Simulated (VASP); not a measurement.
Wanted: the native input for a VASP 6.6.1 run.

```
Task                   : single point
Functional             : PBE
Potentials or basis    : VASP PAW PBE potentials, release 64 (C)
Cutoff                 : 520 eV
k mesh                 : 22 × 22 × 22
Occupations            : fermi-dirac, width 0.1 eV
Spin                   : no spin polarisation
Dipole correction      : no
Further INCAR settings : ALGO = Normal; EDIFF = 1e-06; NBANDS = 8
```

The structure of C lies in POSCAR:

```
C
1.0
    0.0000000000      1.4874476798      1.4874476798
    1.4874476798      0.0000000000      1.4874476798
    1.4874476798      1.4874476798      0.0000000000
C
1
Direct
    0.0000000000      0.0000000000      0.0000000000
```

This cell differs from its parent crystal: volume scaled by 0.9.

One way to write it, as run:

INCAR

```
SYSTEM = C
ALGO = Normal
EDIFF = 1E-6
ENCUT = 520
GGA = PE
ISIF = 2
ISMEAR = -1
LASPH = .True.
LCHARG = .False.
LREAL = .False.
LWAVE = .False.
NBANDS = 8
NELM = 80
PREC = Accurate
SIGMA = 0.1
```

KPOINTS

```
k-points
0
Gamma
  22 22 22
  0 0 0
```

Potentials or basis: VASP PAW PBE potentials, release 64 (C).

Command:

```bash
$ cat potpaw_PBE.64/C/POTCAR > POTCAR
$ mpirun -np 1 vasp_std > vasp.out
```

It gave:

```
Pressure               : 19.2 GPa
Band gap on the k mesh : zero (band 2 reaches 17.89 eV, above the bottom of band 3 at 5.64 eV)
```

Wall time 7 s on 1 thread of Intel(R) Xeon(R) Platinum 8259CL CPU @ 2.50GHz (Skylake/Cascade Lake), on a shared host, peak memory 0.12 GiB.
